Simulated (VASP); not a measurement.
The system is P.

```xyz
2
Lattice="1.7257 0.9963 3.1297 -1.7257 0.9963 3.1297 0.0000 -1.9927 3.1297" Properties=species:S:1:pos:R:3 pbc="T T T"
P     0.0000    0.0000    2.1321
P     0.0000    0.0000    7.2570
```

* Program: VASP 6.6.1
* Task: relaxation of cell and atoms
* Functional: PBEsol
* Potentials or basis: VASP PAW PBE potentials, release 64 (P)
* Cutoff: 600 eV
* k mesh: 12 × 12 × 12
* Occupations: fermi-dirac, width 0.1 eV
* Spin: no spin polarisation

At the start: pressure -1.8 GPa; volume 16.14 Å³/atom.

**Question.** Where does the relaxation end?

**Answer.** Over 16 steps the energy falls by 16.4 meV/atom and the volume is 15.12 Å³/atom (-6.4 %); space group R-3m (No. 166, to 0.1 Å) before and after.

Step by step:
```tsv
step	energy change (eV)	largest force (eV/Å)	pressure (GPa)	volume (Å³)
1	0.0000	0.2888	-1.77	32.29
2	-0.0142	0.2401	-0.42	31.46
3	-0.0202	0.1917	1.42	30.54
4	-0.0282	0.0327	-0.06	30.53
5	-0.0290	0.1216	-0.67	30.52
6	-0.0323	0.0623	-0.18	30.25
7	-0.0326	0.0409	0.03	30.15
8	-0.0326	0.0393	0.01	30.14
9	-0.0326	0.0360	0.07	30.13
10	-0.0327	0.0193	0.05	30.17
11	-0.0327	0.0041	0.03	30.22
12	-0.0327	0.0031	0.02	30.22
13	-0.0327	0.0022	0.02	30.22
14	-0.0328	0.0015	-0.01	30.23
15	-0.0328	0.0015	-0.01	30.23
16	-0.0328	0.0003	0.00	30.23
```

Final structure:
```yaml
crystal:
  lattice:
    - [1.72036, 0.99325, 2.94870]
    - [-1.72036, 0.99325, 2.94870]
    - [0.00000, -1.98650, 2.94870]
  atoms:
    - { symbol: P, position: [0.23295, 0.23295, 0.23295] }
    - { symbol: P, position: [0.76705, 0.76705, 0.76705] }
```

Caveat: the PAW data sets were made with another functional, which shifts forces and pressure a little.
